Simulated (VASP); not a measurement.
A run of VASP 6.6.1:

The input INCAR:

```
SYSTEM = Mg8HO8
PREC = Accurate
ENCUT = 520
EDIFF = 1E-7
ISMEAR = -1
SIGMA = 0.05
LREAL = Auto
LASPH = .TRUE.
NELM = 100
ALGO = Normal
ISIF = 2
LWAVE = .FALSE.
LCHARG = .FALSE.
GGA = PE
NELECT = 64.0
NBANDS = 46
```

File KPOINTS:

```
regular mesh
0
G
  2 2 2
  0 0 0
```

Contents of POSCAR:

```
Mg8HO8
1.0
    0.0000000000      3.9770000000      3.9770000000
    3.9770000000      0.0000000000      3.9770000000
    3.9770000000      3.9770000000      0.0000000000
Mg O H
8 8 1
Direct
    0.0077713100     -0.0145407342      0.0084439276
    0.0332245411     -0.0158302741      0.4713945185
    0.0031105104      0.4978057581      0.0037909228
    0.0051643198      0.4937597435      0.5032244154
    0.4707625094     -0.0158092784      0.0338205934
    0.5041107619     -0.0033712597      0.5047846367
    0.5025875031      0.4937411365      0.0058233593
    0.5005353281      0.4915803369      0.5012061856
    0.2535115665      0.2460179784      0.2541512447
    0.2496780236      0.2428829520      0.7586252200
    0.2538179532      0.7299917023      0.2544468192
    0.2568497611      0.7440735479      0.7495857430
    0.7579650490      0.2428687453      0.2503683681
    0.7538521499      0.2359434247      0.7544619060
    0.7489048278      0.7440863716      0.2575093035
    0.7540819713      0.7608151873      0.7547231582
    0.7686128992      1.0468442293      0.7691872014
```

Potentials or basis: VASP PAW PBE potentials, release 64 (Mg, O, H).

The run is started by

```bash
$ cat potpaw_PBE.64/Mg/POTCAR potpaw_PBE.64/O/POTCAR potpaw_PBE.64/H/POTCAR > POTCAR
$ mpirun -np 1 vasp_std > vasp.out
```

Hardware: 1 thread of Intel(R) Xeon(R) Platinum 8375C CPU @ 2.90GHz (Ice Lake), on a shared host.

Problem. How long does it take, and how much memory?

Solution. Wall time 2.1 min on 1 thread of Intel(R) Xeon(R) Platinum 8375C CPU @ 2.90GHz (Ice Lake), on a shared host, peak memory 0.27 GiB. Counts: scf iterations 16, k points 8.
